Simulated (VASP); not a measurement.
A run of VASP 6.6.1:

File INCAR:

```
PREC     = Accurate       # precision mode
ENCUT    = 520            # plane-wave cutoff, eV
EDIFF    = 1E-7           # SCF threshold, eV
ISMEAR   = -1             # smearing method
SIGMA    = 0.02           # smearing width, eV
LREAL    = False          # projectors in reciprocal space
LASPH    = True           # aspherical terms in the spheres
NELM     = 60             # most SCF steps
ALGO     = Normal         # electronic algorithm
ISIF     = 2              # what is computed and relaxed
LWAVE    = False          # write WAVECAR
LCHARG   = True           # write CHGCAR
LELF     = True           # ELF
LVHAR    = True         
NBANDS   = 26             # bands
```

File KPOINTS:

```
regular mesh
0
Gamma
  11 11 6
```

The input POSCAR:

```
ZnO
1.0
    3.2709185479      0.0000000000      0.0000000000
   -1.6354592739      2.8326985562      0.0000000000
    0.0000000000      0.0000000000      5.2382632560
Zn O
2 2
Direct
    0.3333333333      0.6666666667      0.0000000000
    0.6666666667      0.3333333333      0.5000000000
    0.3333333333      0.6666666667      0.3821000000
    0.6666666667      0.3333333333      0.8821000000
```

Potentials or basis: VASP PAW LDA potentials, release 64 (Zn, O).

Command:

```sh
$ cat potpaw_LDA.64/Zn/POTCAR potpaw_LDA.64/O/POTCAR > POTCAR
$ mpirun -np 1 vasp_std > vasp.out
```

Hardware: 1 thread of AMD EPYC 9R45 96-Core Processor (Zen 5), on a shared host.

Task: How long does it take, and how much memory?

Result: It took 36 s on 1 thread of AMD EPYC 9R45 96-Core Processor (Zen 5), on a shared host, peak memory 0.16 GiB. Counts: scf iterations 15, k points 64.
